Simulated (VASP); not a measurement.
Crystal: K3Rb.

```
CELL_PARAMETERS angstrom
0.00000 5.45211 5.45211
5.45211 0.00000 5.45211
5.45211 5.45211 0.00000
ATOMIC_POSITIONS crystal
K 0.25000 0.25000 0.25000
K 0.75000 0.75000 0.75000
K 0.50000 0.50000 0.50000
Rb 0.00000 0.00000 0.00000
```

```yaml
Program: VASP 6.6.1
Task: relaxation of volume and atoms at fixed shape
Functional: PBEsol
Potentials_or_basis: VASP PAW PBE potentials, release 64 (K_sv, Rb_sv)
Cutoff: 600 eV
k_mesh: 4 × 4 × 4
Occupations: methfessel-paxton, width 0.1 eV
Spin: no spin polarisation
```

At the start: pressure -0.2 GPa; volume 81.03 Å³/atom.

Task: How do energy, volume and symmetry change on relaxing?

Result: Over 3 steps the energy falls by 5.0 meV/atom and the volume is 75.40 Å³/atom (-7.0 %); space group Fm-3m (No. 225, to 0.1 Å) before and after.

The path:
```csv
step,energy change (eV),largest force (eV/Å),pressure (GPa),volume (Å³)
1,0.0000,0.0000,-0.24,324.13
2,-0.0079,0.0000,-0.20,318.39
3,-0.0201,0.0000,-0.03,301.59
```

Final structure:
```
K Rb
1.0
     0.00000    5.32265    5.32265
     5.32265    0.00000    5.32265
     5.32265    5.32265    0.00000
K Rb
3 1
Direct
  0.25000 0.25000 0.25000
  0.75000 0.75000 0.75000
  0.50000 0.50000 0.50000
  0.00000 0.00000 0.00000
```

Caveat: the PAW data sets were made with another functional, which shifts forces and pressure a little.
